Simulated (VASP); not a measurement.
Wanted: the native input for a VASP 6.6.1 run.

```
Task                   : single point
Functional             : PBEsol
Potentials or basis    : VASP PAW PBE potentials, release 64 (Al, Cu)
Cutoff                 : 520 eV
k mesh                 : 10 × 8 × 10
Occupations            : gaussian, width 0.1 eV
Spin                   : no spin polarisation
Dipole correction      : no
Further INCAR settings : ALGO = Normal; EDIFF = 1e-06; NBANDS = 18
```

The structure of Al3Cu lies in POSCAR:

```
Al3Cu
1.0
    3.9968655180      0.0000000000      0.0000000000
    0.0000000000      4.3500391080      0.0000000000
    0.0000000000      0.0000000000      3.9968655180
Al Cu
3 1
Direct
    0.0000000000      0.4950613347      0.5000000000
    0.5000000000      0.0254028580      0.5000000000
    0.5000000000      0.4950613347      0.0000000000
    0.0000000000     -0.0155255273      0.0000000000
```

This cell differs from its parent crystal: strained and its atoms moved.

One way to write it, as run:

INCAR

```
  PREC = Accurate
  ENCUT = 520
  EDIFF = 1E-6
  ISMEAR = 0
  SIGMA = 0.1
  LREAL = False
  LASPH = True
  NELM = 80
  ALGO = Normal
  ISIF = 2
  LWAVE = False
  LCHARG = False
  GGA = PS
  NBANDS = 18
```

KPOINTS

```
Automatic mesh
0
Gamma
  10 8 10
```

Potentials or basis: VASP PAW PBE potentials, release 64 (Al, Cu).

Launch:

```bash
$ cat potpaw_PBE.64/Al/POTCAR potpaw_PBE.64/Cu/POTCAR > POTCAR
$ mpirun -np 1 vasp_std > vasp.out
```

Results of the run:

```json
{
  "Pressure": "-10.7 GPa",
  "Largest force": "0.344 eV/Å",
  "Band gap on the k mesh": "zero (bands 10 and 11 overlap by 3.63 eV)"
}
```

Caveat: the cell differs from its parent crystal (strained and its atoms moved); the cell stands under tension; the PAW data sets were made with another functional, which shifts forces and pressure a little.

Run time: 2.6 min on 1 thread of Intel Xeon 8259CL (shared host), peak memory 0.26 GiB.
